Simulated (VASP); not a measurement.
Write the native input for VASP 6.6.1 that does the following.

```
Task                   : single point
Functional             : LDA
Potentials or basis    : VASP PAW LDA potentials, release 64 (La, S)
Cutoff                 : 520 eV
k mesh                 : 9 × 9 × 9
Occupations            : fermi-dirac, width 0.01 eV
Spin                   : no spin polarisation
Dipole correction      : no
Further INCAR settings : ALGO = Normal; EDIFF = 1e-07; NBANDS = 16
```

The structure of LaS lies in POSCAR:

```
LaS
1.0
    0.0000000000      2.9270000000      2.9270000000
    2.9270000000      0.0000000000      2.9270000000
    2.9270000000      2.9270000000      0.0000000000
La S
1 1
Direct
    0.0000000000      0.0000000000      0.0000000000
    0.5000000000      0.5000000000      0.5000000000
```

The input as run:

INCAR

```
PREC = Accurate
ENCUT = 520
EDIFF = 1E-7
ISMEAR = -1
SIGMA = 0.01
LREAL = F
LASPH = T
NELM = 60
ALGO = Normal
ISIF = 2
LWAVE = F
LCHARG = F
GGA = CA
NBANDS = 16
```

KPOINTS

```
Automatic mesh
0
Gamma
  9 9 9
```

Potentials or basis: VASP PAW LDA potentials, release 64 (La, S).

Run with:

```sh
$ cat potpaw_LDA.64/La/POTCAR potpaw_LDA.64/S/POTCAR > POTCAR
$ mpirun -np 1 vasp_std > vasp.out
```

Results of the run:

The pressure is -3.9 GPa and the band gap on the k mesh is zero (an odd number of electrons rules out a gap without spin polarisation).

Caveat: the cell stands under tension; spin-orbit coupling is left out, which moves the levels of the heavy elements.

Wall time 30 s on 1 thread of Intel(R) Xeon(R) Platinum 8259CL CPU @ 2.50GHz (Skylake/Cascade Lake), with other jobs on the host, peak memory 0.17 GiB.
